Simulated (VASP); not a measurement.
Crystal: SrAl2O2.

```
CELL_PARAMETERS angstrom
2.18163 -6.03221 0.00000
2.18163 6.03221 0.00000
0.00000 0.00000 3.21281
ATOMIC_POSITIONS crystal
Sr 0.50000 0.50000 0.00000
Al 0.81067 0.18933 0.50000
Al 0.18933 0.81067 0.50000
O 0.88731 0.11269 0.00000
O 0.11269 0.88731 0.00000
```

* Program: VASP 6.6.1
* Task: relaxation of cell and atoms
* Functional: PBE
* Potentials or basis: VASP PAW PBE potentials, release 64 (Sr_sv, Al, O)
* Cutoff: 600 eV
* k mesh: 4 × 4 × 6
* Occupations: gaussian, width 0.1 eV
* Spin: no spin polarisation

At the start: pressure 1.0 GPa; volume 16.91 Å³/atom.

Problem. Where does the relaxation end?

Solution. Over 8 steps the energy falls by 13.6 meV/atom and the volume is 17.22 Å³/atom (+1.8 %); space group Cmmm (No. 65, to 0.1 Å) before and after.

The path:
```csv
step,energy change (eV),largest force (eV/Å),pressure (GPa),volume (Å³)
1,0.0000,0.2429,1.01,84.56
2,-0.0276,0.0741,0.13,85.86
3,-0.0374,0.1502,-0.84,87.46
4,-0.0563,0.0985,-0.66,87.15
5,-0.0602,0.1971,-0.52,86.93
6,-0.0646,0.1513,0.52,85.89
7,-0.0647,0.1457,0.44,85.96
8,-0.0680,0.0161,0.16,86.09
```

Final structure:
```yaml
crystal:
  lattice:
    - [2.09725, -6.44749, 0.00000]
    - [2.09725, 6.44749, 0.00000]
    - [0.00000, 0.00000, 3.18323]
  atoms:
    - { symbol: Sr, position: [0.50000, 0.50000, 0.00000] }
    - { symbol: Al, position: [0.81091, 0.18909, 0.50000] }
    - { symbol: Al, position: [0.18909, 0.81091, 0.50000] }
    - { symbol: O, position: [0.88622, 0.11378, 0.00000] }
    - { symbol: O, position: [0.11378, 0.88622, 0.00000] }
```

Caveat: the k points lie up to 0.39 Å⁻¹ apart in the final cell, too coarse for converged energies and pressures of a metal.
